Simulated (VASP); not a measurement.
A run of VASP 6.6.1:

File INCAR:

```
SYSTEM = MgCd5Se6
  PREC = Accurate
  ENCUT = 520
  EDIFF = 1E-6
  ISMEAR = 0
  SIGMA = 0.1
  LREAL = .False.
  LASPH = .True.
  NELM = 80
  ALGO = Normal
  ISIF = 2
  LWAVE = .False.
  LCHARG = .False.
  GGA = PE
  NBANDS = 61
```

The input KPOINTS:

```
Automatic mesh
0
Gamma
  6 6 1
  0 0 0
```

POSCAR

```
MgCd5Se6
1.0
    4.0319984197     -0.0000000028      0.0000000000
   -2.0159992074      3.4918130609      0.0000000000
    0.0000000000      0.0000000000     19.7770816468
Mg Cd Se
1 5 6
Direct
    0.0000000000      0.0000000000      0.5000000000
    0.3333333333      0.6666666667      0.1687138448
    0.6666666667      0.3333333333      0.3371730041
    0.3333333333      0.6666666667      0.6628269959
    0.6666666667      0.3333333333      0.8312861552
    0.0000000000      0.0000000000      0.0000000000
    0.3333333333      0.6666666667      0.4221432428
    0.6666666667      0.3333333333      0.5778567572
    0.0000000000      0.0000000000      0.7470199334
    0.3333333333      0.6666666667      0.9156916486
    0.6666666667      0.3333333333      0.0843083514
    0.0000000000      0.0000000000      0.2529800666
```

Potentials or basis: VASP PAW PBE potentials, release 64 (Mg, Cd, Se).

Launch:

```bash
$ cat potpaw_PBE.64/Mg/POTCAR potpaw_PBE.64/Cd/POTCAR potpaw_PBE.64/Se/POTCAR > POTCAR
$ mpirun -np 1 vasp_std > vasp.out
```

Hardware: 1 thread of Intel(R) Xeon(R) 6975P-C (Granite Rapids), with other jobs on the host.

Q: Estimate the wall time of this run.

A: Wall time 88 s on 1 thread of Intel(R) Xeon(R) 6975P-C (Granite Rapids), with other jobs on the host, peak memory 0.38 GiB. Counts: scf iterations 15, k points 7.
